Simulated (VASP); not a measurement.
# HfN in VASP: notebook

HfN is run at these levels: LDA; tasks: single point.

All numbers are computed with VASP 6.6.1; they aren't measurements. Logs are shortened: lines on timing, memory, paths and dates and some standing lists are left out, and cuts for length are marked.

### Step 1. The cell of the first run

The structure is orthorhombic, space group Cmcm (No. 63). The conventional cell has a = 4.468 Å, b = 4.468 Å, c = 4.468 Å, α = 90.00°, β = 90.00°, γ = 90.00°. Hf (site symmetry m2m) has 6 N at 2.21 to 2.26 Å within 2.9 Å. N (site symmetry m2m) has 6 Hf at 2.21 to 2.26 Å within 2.9 Å.

### Step 2. Single point, LDA (atoms displaced along a vibrational mode)

Input file INCAR:

```
  PREC = Accurate
  ENCUT = 520
  EDIFF = 1E-6
  ISMEAR = 0
  SIGMA = 0.15
  LREAL = False
  LASPH = True
  NELM = 100
  ALGO = Normal
  ISIF = 2
  LWAVE = False
  LCHARG = False
  GGA = CA
  NBANDS = 23
```

Input file KPOINTS:

```
Automatic mesh
0
Gamma
  14 14 10
```

Input file POSCAR:

```
HfN
1.0
    0.0000000000     -2.2339756809     -2.2339756809
    0.0000000000      2.2339756809     -2.2339756809
    4.4679513618      0.0000000000      0.0000000000
Hf N
2 2
Direct
    0.5089789562      0.4910210438      0.5000000000
   -0.0089789562      0.0089789562      0.0000000000
    0.4851010382      0.5148989618      0.0000000000
    0.0148989618     -0.0148989618      0.5000000000
```

Potentials or basis: VASP PAW LDA potentials, release 64 (Hf_pv, N).

Launch:

```sh
$ cat potpaw_LDA.64/Hf_pv/POTCAR potpaw_LDA.64/N/POTCAR > POTCAR
$ mpirun -np 1 vasp_std > vasp.out
```

OUTCAR:

```text
PREC = Accurate
   ENCUT = 520
   EDIFF = 1E-6
   ISMEAR = 0
   LREAL = False
   LASPH = True
   NELM = 100
   ISIF = 2
   GGA = CA

 ion  position               nearest neighbor table
   1  0.509  0.491  0.500-   4 2.21   4 2.23   4 2.23   3 2.24   3 2.24   4 2.26   2 3.10   2 3.10
                             2 3.16   2 3.16   2 3.16   2 3.16   2 3.22   2 3.22
   2  0.991  0.009  0.000-   3 2.21   3 2.23   3 2.23   4 2.24   4 2.24   3 2.26   1 3.10   1 3.10
                             1 3.16   1 3.16   1 3.16   1 3.16   1 3.22   1 3.22
   3  0.485  0.515  0.000-   2 2.21   2 2.23   2 2.23   1 2.24   1 2.24   2 2.26
   4  0.015  0.985  0.500-   1 2.21   1 2.23   1 2.23   2 2.24   2 2.24   1 2.26

  LATTYP: Found a simple tetragonal cell.
 ALAT       =     3.1593187059
 C/A-ratio  =     1.4142135624

  Lattice vectors:

 A1 = (   0.0000000000,  -2.2339756809,  -2.2339756809)
 A2 = (   0.0000000000,   2.2339756809,  -2.2339756809)
 A3 = (   4.4679513618,   0.0000000000,   0.0000000000)

Analysis of symmetry for initial positions (statically):
=====================================================================
 Subroutine PRICEL returns:
 Original cell was already a primitive cell.

 Routine SETGRP: Setting up the symmetry group for a
 simple tetragonal supercell.

 Subroutine GETGRP returns: Found  8 space group operations
 (whereof  4 operations were pure point group operations)
 out of a pool of 16 trial point group operations.

The static configuration has the point symmetry C_2v.
 The point group associated with its full space group is D_2h.

Analysis of symmetry for dynamics (positions and initial velocities):
=====================================================================
 Subroutine PRICEL returns:
 Original cell was already a primitive cell.

 Routine SETGRP: Setting up the symmetry group for a
 simple tetragonal supercell.

 Subroutine GETGRP returns: Found  8 space group operations
 (whereof  4 operations were pure point group operations)
 out of a pool of 16 trial point group operations.

The dynamic configuration has the point symmetry C_2v.
 The point group associated with its full space group is D_2h.

 Subroutine INISYM returns: Found  8 space group operations
 (whereof  4 operations are pure point group operations),
 and found     1 'primitive' translations

----------------------------------------------------------------------------------------

                                     Primitive cell

  volume of cell :      44.5959

  direct lattice vectors                    reciprocal lattice vectors
     0.000000000 -2.233975681 -2.233975681     0.000000000 -0.223816223 -0.223816223
     0.000000000  2.233975681 -2.233975681     0.000000000  0.223816223 -0.223816223
     4.467951362  0.000000000  0.000000000     0.223816223  0.000000000  0.000000000

  length of vectors
     3.159318706  3.159318706  4.467951362     0.316523939  0.316523939  0.223816223

  position of ions in fractional coordinates (direct lattice)
     0.508978956  0.491021044  0.500000000
     0.991021044  0.008978956  0.000000000
     0.485101038  0.514898962  0.000000000
     0.014898962  0.985101038  0.500000000

  ion indices of the primitive-cell ions
   primitive index   ion index
                 1           1
                 2           2
                 3           3
                 4           4

----------------------------------------------------------------------------------------

 KPOINTS: Automatic mesh

Automatic generation of k-mesh.
 Grid dimensions read from file:
 generate k-points for:   14   14   10

 Generating k-lattice:

  Cartesian coordinates                     Fractional coordinates (reciprocal lattice)
     0.000000000 -0.015986873 -0.015986873     0.071428571  0.000000000  0.000000000
     0.000000000  0.015986873 -0.015986873     0.000000000  0.071428571  0.000000000
     0.022381622  0.000000000  0.000000000     0.000000000  0.000000000  0.100000000

  Length of vectors
     0.022608853  0.022608853  0.022381622

  Shift w.r.t. Gamma in fractional coordinates (k-lattice)
     0.000000000  0.000000000  0.000000000

 Subroutine IBZKPT returns following result:
 ===========================================

 Found    342 irreducible k-points:

 Following reciprocal coordinates:
            Coordinates               Weight
  0.000000  0.000000  0.000000      1.000000
  0.071429  0.000000  0.000000      4.000000
  0.142857  0.000000  0.000000      4.000000
  0.214286  0.000000  0.000000      4.000000
  0.285714  0.000000  0.000000      4.000000
  0.357143  0.000000  0.000000      4.000000
[... 16 lines left out ...]
 -0.142857  0.142857  0.000000      2.000000
  0.214286  0.142857  0.000000      4.000000
 [... further k-points ...]
   k-points           NKPTS =    342   k-points in BZ     NKDIM =    342   number of bands    NBANDS=     23
   number of dos      NEDOS =    301   number of ions     NIONS =      4
   total plane-waves  NPLWV =  20736
   dimension x,y,z NGX =    24 NGY =   24 NGZ =   36
   dimension x,y,z NGXF=    48 NGYF=   48 NGZF=   72
   ions per type =               2   2
   NGX,Y,Z   is equivalent  to a cutoff of  12.63, 12.63, 13.40 a.u.
   NGXF,Y,Z  is equivalent  to a cutoff of  25.26, 25.26, 26.79 a.u.
 SYSTEM =  unknown system
   PREC   = accura    normal or accurate (medium, high low for compatibility)
   ISTART =      0    job   : 0-new  1-cont  2-samecut
   ICHARG =      2    charge: 1-file 2-atom 10-const
   ISPIN  =      1    spin polarized calculation?
   LNONCOLLINEAR =      F non collinear calculations
   LSORBIT =      F    spin-orbit coupling
   LASPH  =      T    aspherical Exc in radial PAW
   ENCUT  =  520.0 eV  38.22 Ry    6.18 a.u.   5.87  5.87  8.31*2*pi/ulx,y,z
   NELM   =    100;   NELMIN=  2; NELMDL= -5     # of ELM steps
   EDIFF  = 0.1E-05   stopping-criterion for ELM
   LREAL  =      F    real-space projection
   EDIFFG = 0.1E-04   stopping-criterion for IOM
   NSW    =      0    number of steps for IOM
   IBRION =     -1    ionic relax: 0-MD 1-quasi-New 2-CG
   NFREE  =      0    steps in history (QN), initial steepest desc. (CG)
   ISIF   =      2    stress and relaxation
   ISYM   =      2    0-nonsym 1-usesym 2-fastsym
   POTIM  = 0.5000    time-step for ionic-motion
   TEBEG  =    0.0;   TEEND  =   0.0 temperature during run
   PSTRESS=    0.0 pullay stress
   NELECT =      30.0000    total number of electrons
   NUPDOWN=      -1.0000    fix difference up-down
   EMIN   =  10.00;   EMAX   =-10.00  energy-range for DOS
   EFERMI =   0.00;   METHOD = LEGACY
   ISMEAR =     0;   SIGMA  =   0.15  broadening in eV -4-tet -1-fermi 0-gaus
   EFERMI_NEDOS =   21; number of points for ismear=-14 and -15
   IALGO  =     38    algorithm
   IMIX   =      4    mixing-type and parameters
     AMIX     =   0.40;   BMIX     =  1.00
     AMIX_MAG =   1.60;   BMIX_MAG =  1.00
  volume/ion in A,a.u.               =      11.15        75.24
  Fermi-wavevector in a.u.,A,eV,Ry     =   1.434444  2.710705 27.995735  2.057628
  Thomas-Fermi vector in A             =   2.553851
   LORBIT       =      0    0 simple, 1 ext, 2 COOP (PROOUT), +10 PAW based schemes
   GGA     = CA    functional components
   LHFCALC =     F    Hartree Fock is set to
   AEXX    =    0.0000 exact exchange contribution
   IVDW    =     0    specifies the selected vdW correction
   LEPSILON=     F    determine dielectric tensor
   LRPA    =     F    only Hartree local field effects (RPA)
 non-spin polarized calculation
 Gauss-broadening in eV      SIGMA  =   0.15
  energy-cutoff  :      520.00
  volume of cell :       44.60
 maximum number of plane-waves:      1240
   NGX = 11   NGY = 11   NGZ = 17

 number of electron      30.0000006 magnetization

 Free energy of the ion-electron system (eV)
  ---------------------------------------------------
  ext. energy  EPLUGINS =         0.00000000
  ---------------------------------------------------
  free energy    TOTEN  =       -47.68880700 eV

  energy without entropy =      -47.67447017  energy(sigma->0) =      -47.68163859

 E-fermi :   8.4881     XC(G=0): -13.1532

 val. band max:        8.4877845621   @ k =   0.1429   0.0714   0.2000
 cond. band min:       8.4901614230   @ k =   0.2857   0.0000   0.3000
 fundamental gap:      0.0023768609
 Fermi energy:         8.4880845402

 k-point     1 :       0.0000    0.0000    0.0000
  band No.  band energies     occupation
      1     -23.2240      2.00000
      2     -22.6629      2.00000
      3     -22.6594      2.00000
      4     -22.3072      2.00000
      5     -22.3048      2.00000
      6     -22.3024      2.00000
[... 15 lines left out ...]
     22      12.7074      0.00000
     23      14.5260      0.00000

 k-point     2 :       0.0714    0.0000    0.0000
  band No.  band energies     occupation
      1     -23.2106      2.00000
      2     -22.6882      2.00000
      3     -22.6530      2.00000
      4     -22.3442      2.00000
      5     -22.3115      2.00000
      6     -22.3064      2.00000
[... 15 lines left out ...]
     22      12.9945      0.00000
     23      14.0148      0.00000

 k-point     3 :       0.1429    0.0000    0.0000
  band No.  band energies     occupation
      1     -23.1713      2.00000
      2     -22.7623      2.00000
      3     -22.6297      2.00000
      4     -22.4502      2.00000
      5     -22.3387      2.00000
      6     -22.3083      2.00000
[... 15 lines left out ...]
     22      13.5238      0.00000
     23      13.7665      0.00000
[... 495 lines left out ...]
 k-point    23 :      -0.1429    0.1429    0.0000
  band No.  band energies     occupation
      1     -23.1221      2.00000
      2     -22.7689      2.00000
      3     -22.6911      2.00000
      4     -22.5186      2.00000
      5     -22.3747      2.00000
      6     -22.3704      2.00000
[... 15 lines left out ...]
     22      13.8268      0.00000
     23      14.1440      0.00000

 k-point    24 :       0.2143    0.1429    0.0000
  band No.  band energies     occupation
      1     -23.0647      2.00000
      2     -22.8566      2.00000
      3     -22.6693      2.00000
      4     -22.6430      2.00000
      5     -22.4092      2.00000
      6     -22.3937      2.00000
[... 15 lines left out ...]
     22      14.1921      0.00000
     23      14.2183      0.00000

 [... further k-points ...]
[... 5 lines left out ...]
  --------------------------------------------------------------------------------------
  -------------------------------------------------------------------------------------
  Total       -0.3431884     -0.1598623     -0.3505136      0.0000000      0.0000000      0.0000000
  in kB      -12.3295676     -5.7432989    -12.5927371      0.0000000      0.0000000      0.0000000
  external PRESSURE =     -10.2218679 kB  Pullay stress =       0.0000000 kB

 VOLUME and BASIS-vectors are now :
 -----------------------------------------------------------------------------
  energy-cutoff  :      520.00
  volume of cell :       44.60
      direct lattice vectors                 reciprocal lattice vectors
     0.000000000 -2.233975681 -2.233975681     0.000000000 -0.223816223 -0.223816223
     0.000000000  2.233975681 -2.233975681     0.000000000  0.223816223 -0.223816223
     4.467951362  0.000000000  0.000000000     0.223816223  0.000000000  0.000000000

 POSITION                                       TOTAL-FORCE (eV/Angst)
 -----------------------------------------------------------------------------------
      2.23398     -0.04012     -2.23398         0.000000      0.294945      0.000000
      0.00000     -2.19386     -2.23398         0.000000     -0.294945      0.000000
      0.00000      0.06657     -2.23398         0.000000     -0.642141      0.000000
      2.23398      2.16741     -2.23398         0.000000      0.642141      0.000000
 -----------------------------------------------------------------------------------
    total drift:                                0.000000     -0.000000     -0.000000

  FREE ENERGIE OF THE ION-ELECTRON SYSTEM (eV)
  ---------------------------------------------------
  free  energy   TOTEN  =       -47.6888070007 eV

  energy  without entropy=      -47.6744701710  energy(sigma->0) =      -47.68163859
```

Wall time 5.9 min (1 thread of Intel Xeon 8259CL, shared host); peak memory 0.38 GiB.

Results:

| Quantity | Value |
| --- | --- |
| Free energy | -47.6888 eV |
| Pressure | -1.0 GPa |
| Largest force | 0.642 eV/Å |
| Band gap on the k mesh | zero (bands 15 and 16 overlap by 6.64 eV) |

Forces on the atoms (eV/Å):
```
Hf   0.000  0.295  0.000
Hf   0.000 -0.295  0.000
N    0.000 -0.642  0.000
N    0.000  0.642  0.000
```

Caveat: the cell differs from its parent crystal (atoms displaced along a vibrational mode); spin-orbit coupling is left out, which moves the levels of the heavy elements.

### Step 3. Single point, LDA

Input file INCAR:

```
  ALGO = Normal
  EDIFF = 1E-6
  ENCUT = 520
  GGA = CA
  ISIF = 2
  ISMEAR = 0
  LASPH = T
  LCHARG = F
  LREAL = F
  LWAVE = F
  NBANDS = 23
  NELM = 60
  PREC = Accurate
  SIGMA = 0.15
```

Input file KPOINTS:

```
k-points
0
Gamma
  14 14 10
```

Input file POSCAR:

```
HfN
1.0
    0.0000000000     -2.2339756809     -2.2339756809
    0.0000000000      2.2339756809     -2.2339756809
    4.4679513618      0.0000000000      0.0000000000
Hf N
2 2
Direct
    0.5000000000      0.5000000000      0.5000000000
    0.0000000000      0.0000000000      0.0000000000
    0.5000000000      0.5000000000      0.0000000000
    0.0000000000      0.0000000000      0.5000000000
```

Potentials or basis: VASP PAW LDA potentials, release 64 (Hf_pv, N).

Launch:

```sh
$ cat potpaw_LDA.64/Hf_pv/POTCAR potpaw_LDA.64/N/POTCAR > POTCAR
$ mpirun -np 1 vasp_std > vasp.out
```

It took 2.9 min on 1 thread of Intel Xeon 8259CL, shared host; peak memory 0.29 GiB.

The run converged, but its numbers aren't listed here, since they failed a check.

Caveat: spin-orbit coupling is left out, which moves the levels of the heavy elements.

### Step 4. Single point, LDA (atoms displaced along a vibrational mode)

Input file INCAR:

```
  PREC = Accurate
  ENCUT = 520
  EDIFF = 1E-6
  ISMEAR = 0
  SIGMA = 0.15
  LREAL = False
  LASPH = True
  NELM = 80
  ALGO = Normal
  ISIF = 2
  LWAVE = False
  LCHARG = False
  GGA = CA
  NBANDS = 23
```

Input file KPOINTS:

```
Automatic mesh
0
Gamma
  14 14 10
```

Input file POSCAR:

```
HfN
1.0
    0.0000000000     -2.2339756809     -2.2339756809
    0.0000000000      2.2339756809     -2.2339756809
    4.4679513618      0.0000000000      0.0000000000
Hf N
2 2
Direct
    0.5138892730      0.4861107270      0.5000000000
   -0.0138892730      0.0138892730      0.0000000000
    0.4873316090      0.5126683910      0.0000000000
    0.0126683910     -0.0126683910      0.5000000000
```

Launch:

```sh
$ cat potpaw_LDA.64/Hf_pv/POTCAR potpaw_LDA.64/N/POTCAR > POTCAR
$ mpirun -np 1 vasp_std > vasp.out
```

Wall time 4.8 min (1 thread of Intel Xeon 8259CL, shared host); peak memory 0.39 GiB.

Results (log left out):

* Free energy: -47.6752 eV
* Pressure: -1.0 GPa
* Largest force: 0.777 eV/Å
* Band gap on the k mesh: zero (bands 15 and 16 overlap by 6.70 eV)

Forces on the atoms (eV/Å):
```
Hf   0.000  0.777  0.000
Hf   0.000 -0.777  0.000
N    0.000 -0.352  0.000
N    0.000  0.352  0.000
```

Stress tensor (GPa, compression positive):
```
-1.03  0.00  0.00
 0.00 -0.64  0.00
 0.00  0.00 -1.30
```

Levels at points of the mesh, in eV from the Fermi level:
| k point | band 12 | band 13 | band 14 | band 15 | band 16 | band 17 | band 18 | band 19 |
| --- | --- | --- | --- | --- | --- | --- | --- | --- |
| (0.00, 0.00, 0.00) | -3.61 | -2.97 | -2.97 | -2.96 | -0.40 | -0.37 | -0.36 | 2.00 |
| (0.50, 0.00, 0.00) | -5.88 | -5.65 | -4.95 | 1.24 | 1.86 | 2.29 | 3.00 | 3.22 |
| (0.50, 0.50, 0.00) | -3.96 | -3.62 | -3.60 | -3.59 | -3.28 | 4.28 | 4.30 | 5.74 |
| (0.00, 0.00, 0.50) | -3.82 | -3.79 | -3.79 | -2.55 | -2.55 | 2.87 | 2.87 | 3.25 |
| (0.50, 0.00, 0.50) | -6.29 | -6.27 | -6.27 | 3.42 | 3.42 | 3.68 | 3.68 | 3.85 |
| (0.50, 0.50, 0.50) | -5.40 | -5.37 | -5.37 | 1.12 | 1.12 | 1.17 | 1.17 | 5.79 |

Caveat: the cell differs from its parent crystal (atoms displaced along a vibrational mode); spin-orbit coupling is left out, which moves the levels of the heavy elements.
